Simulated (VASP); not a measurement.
Mg2B3: single point with PBE

Mg2B3:

```xyz
10
Lattice="6.7078 0.0000 0.0000 0.0000 6.7078 0.0000 0.0000 0.0000 3.1426" Properties=species:S:1:pos:R:3 pbc="T T T"
Mg    5.0541    1.6536    0.0000
Mg    1.6536    5.0541    0.0000
Mg    1.6536    1.6536    1.5713
Mg    5.0541    5.0541    1.5713
B     3.3539    0.0000    2.3570
B     3.3539    0.0000    0.7857
B     0.0000    3.3539    2.3570
B     0.0000    3.3539    0.7857
B     0.0000    0.0000    2.3570
B     0.0000    0.0000    0.7857
```

```
Program             : VASP 6.6.1
Task                : single point
Functional          : PBE
Potentials or basis : VASP PAW PBE potentials, release 64 (Mg, B)
Cutoff              : 520 eV
k mesh              : 6 × 6 × 12
Occupations         : gaussian, width 0.1 eV
Spin                : no spin polarisation
```

```json
{"Pressure": "-0.2 GPa", "Largest force": "0.007 eV/Å", "Band gap on the k mesh": "zero (band 13 reaches 4.60 eV, above the bottom of band 14 at 2.44 eV)"}
```

Forces on the atoms (eV/Å):
```
Mg   0.005 -0.005  0.000
Mg  -0.005  0.005  0.000
Mg  -0.005 -0.005  0.000
Mg   0.005  0.005  0.000
B    0.000  0.000  0.000
B    0.000  0.000  0.000
B    0.000  0.000  0.000
B    0.000  0.000  0.000
B    0.000  0.000  0.000
B    0.000  0.000  0.000
```

Stress tensor (GPa, compression positive):
```
-0.20  0.00  0.00
 0.00 -0.20  0.00
 0.00  0.00 -0.07
```

Levels at points of the mesh, in eV from the Fermi level:
```tsv
k point	band 9	band 10	band 11	band 12	band 13	band 14	band 15	band 16	band 17	band 18
(0.00, 0.00, 0.00)	-3.93	-3.63	-2.13	-1.61	-1.61	-0.26	3.27	3.27	3.44	4.10
(0.50, 0.00, 0.00)	-3.96	-3.78	-3.67	-1.62	-0.63	0.90	1.27	2.19	4.33	4.35
(0.50, 0.50, 0.00)	-3.98	-3.96	-3.96	-3.74	0.29	0.29	0.58	3.78	3.99	4.76
(0.00, 0.00, 0.50)	-2.66	-2.66	-1.01	-1.01	-0.82	-0.82	1.08	1.08	1.73	1.73
(0.50, 0.00, 0.50)	-1.79	-1.79	-1.38	-1.38	-0.79	-0.79	-0.31	-0.31	1.91	1.91
(0.50, 0.50, 0.50)	-0.98	-0.98	-0.73	-0.73	-0.69	-0.69	-0.62	-0.62	-0.30	-0.30
```

It took 2.9 min on 1 thread of Intel Xeon 6975P-C (shared host), peak memory 0.35 GiB.
